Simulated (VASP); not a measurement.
Zr:

```xyz
2
Lattice="3.2320 0.0000 0.0000 -1.6160 2.7990 0.0000 0.0000 0.0000 5.1470" Properties=species:S:1:pos:R:3 pbc="T T T"
Zr    1.6160    0.9330    3.8603
Zr    0.0000    1.8660    1.2868
```

| Quantity | Value |
| --- | --- |
| Program | VASP 6.6.1 |
| Task | relaxation of cell and atoms |
| Functional | PBEsol |
| Dispersion | D4 |
| Potentials or basis | VASP PAW PBE potentials, release 64 (Zr_sv) |
| Cutoff | 600 eV |
| k mesh | 9 × 9 × 5 |
| Occupations | fermi-dirac, width 0.05 eV |
| Spin | no spin polarisation |

At the start: pressure -4.0 GPa; volume 23.28 Å³/atom.

Q: Where does the relaxation end?

A: Over 9 steps the energy falls by 13.3 meV/atom and the volume is 22.29 Å³/atom (-4.2 %); space group P6_3/mmc (No. 194, to 0.05 Å).

The path:
```tsv
step	energy change (eV)	largest force (eV/Å)	pressure (GPa)	volume (Å³)
1	0.0000	0.0000	-4.02	46.56
2	-0.0001	0.0000	4.61	42.73
3	-0.0258	0.0000	0.02	44.60
4	-0.0258	0.0000	0.10	44.56
5	-0.0265	0.0000	0.07	44.56
6	-0.0266	0.0000	0.06	44.56
7	-0.0266	0.0000	0.06	44.56
8	-0.0266	0.0000	-0.06	44.61
9	-0.0266	0.0000	0.00	44.59
```

Final structure:
```yaml
crystal:
  lattice:
    - [3.17264, 0.00000, 0.00000]
    - [-1.58632, 2.74758, 0.00000]
    - [0.00000, 0.00000, 5.11473]
  atoms:
    - { symbol: Zr, position: [0.66667, 0.33333, 0.75000] }
    - { symbol: Zr, position: [0.33333, 0.66667, 0.25000] }
```

Caveat: the PAW data sets were made with another functional, which shifts forces and pressure a little; pairwise dispersion overbinds metals, which lowers pressure and volume.
